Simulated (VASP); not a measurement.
The system is BaTe.

```
Ba Te
1.0
     0.04521    3.57760    3.57760
     3.57760    0.04521    3.57760
     3.57760    3.57760    0.04521
Ba Te
1 1
Direct
  0.00000 0.00000 0.00000
  0.50000 0.50000 0.50000
```

This cell differs from its parent crystal: strain along [111] +1.9%.

Base run:

```yaml
Program: VASP 6.6.1
Functional: HSE06
Potentials_or_basis: VASP PAW PBE potentials, release 64 (Ba_sv, Te)
Cutoff: 520 eV
k_mesh: 4 × 4 × 4
Occupations: gaussian, width 0.01 eV
Spin: no spin polarisation
```

Its results: band gap on the k mesh 2.31 eV (least direct gap 2.73 eV); pressure -0.6 GPa.

Task: The run is repeated on the same cell with these changes: functional from HSE06 to r2SCAN; k mesh from 4 × 4 × 4 to 6 × 6 × 6. What comes out?

Result: Band gap on the k mesh 1.95 eV (least direct gap 2.33 eV); pressure -0.3 GPa.

Several settings changed at once.

Caveats: the PAW data sets were made with another functional, which shifts forces and pressure a little; spin-orbit coupling is left out, which moves the levels of the heavy elements.

A k mesh can miss the band edges.
